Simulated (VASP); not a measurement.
NiO, 2 atoms in the cell. The structure is cubic, space group Fm-3m (No. 225). The conventional cell has a = 4.196 Å, b = 4.196 Å, c = 4.196 Å, α = 90.00°, β = 90.00°, γ = 90.00°. Ni (site symmetry m-3m) has 6 O at 2.10 Å within 2.8 Å. O (site symmetry m-3m) has 6 Ni at 2.10 Å within 2.8 Å. 

| Property | Result |
| --- | --- |
| Program | VASP 6.6.1 |
| Task | single point |
| Functional | r2SCAN |
| Potentials or basis | VASP PAW PBE potentials, release 64 (Ni, O) |
| Cutoff | 520 eV |
| k mesh | 9 × 9 × 9 |
| Occupations | fermi-dirac, width 0.1 eV |
| Spin | collinear spin, ferromagnetic start |
| Starting moments | [2.0, 0.0] μB |
| Hubbard terms | Ni d U = 3.1 eV |
| Dipole correction | no |
| Further INCAR settings | ALGO = Normal; EDIFF = 1e-07; NBANDS = 19 |

Potentials or basis: VASP PAW PBE potentials, release 64 (Ni, O).

The run is started by

```console
$ cat potpaw_PBE.64/Ni/POTCAR potpaw_PBE.64/O/POTCAR > POTCAR
$ cp INCAR.step1 INCAR
$ mpirun -np 1 vasp_std > vasp.out
$ cp INCAR.step2 INCAR
$ mpirun -np 1 vasp_std > vasp.out
```

Hardware: 1 thread of Intel Xeon 8259CL, with other jobs on the host.

**Question.** Estimate the wall time of this run.

**Answer.** Wall time 81 s on 1 thread of Intel Xeon 8259CL, with other jobs on the host, peak memory 0.17 GiB. Counts: k points 35.
